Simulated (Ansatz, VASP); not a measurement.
**Two plane-wave programs on Fe**

```xyz
1
Lattice="0.0000 1.7704 1.7704 1.7704 0.0000 1.7704 1.7704 1.7704 0.0000" Properties=species:S:1:pos:R:3 pbc="T T T"
Fe    0.0000    0.0000    0.0000
```

Alike in both runs: task single point; functional PBE; k mesh 26 × 26 × 26; occupations fermi-dirac, width 0.1 eV; no spin polarisation.

```csv
,VASP,Ansatz
version,VASP 6.6.1,Ansatz 0.2.0
potentials or method,"VASP PAW PBE potentials, release 64 (Fe), cutoff 520 eV","plane waves (420 eV) with PAW, scalar-relativistic"
valence electrons in the cell,8,16
```

VASP gave:

| Item | Value |
| --- | --- |
| pressure (GPa) | -18.4 |

Question: What did Ansatz give for the same quantities?

Answer: Pressure (GPa): -18.2.

VASP's potentials hold 8 valence electrons a cell and Ansatz's 16, so a difference there can come from the potentials and not from the codes.
